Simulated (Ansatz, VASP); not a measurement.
**Two plane-wave programs on Si2Mo**

Contents of INCAR:

```
ALGO = Normal
EDIFF = 1E-6
ENCUT = 520
GGA_COMPAT = F
ISIF = 2
ISMEAR = -1
LASPH = T
LCHARG = F
LMAXMIX = 4
LORBIT = 11
LORBMOM = T
LREAL = F
LSORBIT = T
LWAVE = F
MAGMOM = 0 0 0 0 0 0 0 0 0
NBANDS = 35
NELM = 150
PREC = Accurate
SIGMA = 0.05
```

File KPOINTS:

```
k-points
0
Gamma
  9 9 9
```

Contents of POSCAR:

```
Si2Mo
1.0
   -1.6000000000      1.6000000000      3.9305000000
    1.6000000000     -1.6000000000      3.9305000000
    1.6000000000      1.6000000000     -3.9305000000
Mo Si
1 2
Direct
    0.0000000000      0.0000000000      0.0000000000
    0.6670000000      0.6670000000      0.0000000000
    0.3330000000      0.3330000000      0.0000000000
```

Contents of input.yaml:

```yaml
crystal:
  lattice:
    - [-1.6, 1.6, 3.9305]
    - [1.6, -1.6, 3.9305]
    - [1.6, 1.6, -3.9305]
  atoms:
    - { symbol: Mo, position: [0.0, 0.0, 0.0] }
    - { symbol: Si, position: [0.667, 0.667, 0.0] }
    - { symbol: Si, position: [0.333, 0.333, 0.0] }
hamiltonian:
  xc: lda
  pseudopotentials: { kind: paw_fr }
magnetization:
  noncollinear: true
  spin_orbit: true
kpoints:
  mp_grid: { grid: [9, 9, 9] }
  band_path:
    path:
      - [[0.0, 0.0, 0.0], [0.0, 0.0, 0.5], [-0.0828541695, 0.0828541695, 0.5], [-0.2914270847, 0.2914270847, 0.2914270847], [0.0, 0.0, 0.0], [0.5, 0.5, -0.5], [0.2914270847, 0.7085729153, -0.2914270847], [0.0, 0.5, 0.0], [0.25, 0.25, 0.25], [0.5, 0.5, -0.0828541695], [0.5, 0.5, -0.5]]
      - [[0.0, 0.0, 0.5], [0.25, 0.25, 0.25]]
    npoints: 14
scf:
  occupations: { method: fermi_dirac, width: 0.05 }
  n_extra_bands: 7
output:
  forces: true
  stress: true
  eigenvalues: true
  fatbands: true
  write_density: true
  write_potential: true
  elf: true
  volumetric_format: npy
```

Alike in both runs: functional LDA; k mesh 9 × 9 × 9; occupations fermi-dirac, width 0.05 eV; non-collinear spin, spin-orbit coupling.

```csv
,VASP,Ansatz
version,VASP 6.6.1,Ansatz 0.2.0
potentials or method,"VASP PAW LDA potentials, release 64 (Mo_sv, Si)",Ansatz PAW
plane-wave cutoff (eV),520,420
valence electrons in the cell,22,22
task,single point,band structure
```

VASP gave:

```
pressure (GPa)                                                : -5.5
traceless stress, the component that is largest in VASP (GPa) : -1.43
rms of the force components (eV/Å)                            : 0.185
net moment per atom (μB)                                      : 0.00
```

Q: Which values does Ansatz return?

A: Pressure (GPa): -6.1; traceless stress, the component that is largest in VASP (GPa): -1.48; rms of the force components (eV/Å): 0.190; net moment per atom (μB): 0.00.

LDA's correlation is that of Perdew and Zunger in VASP and of Perdew and Wang (1992) in Ansatz. Atom by atom the forces differ by 0.005 eV/Å (rms over components).
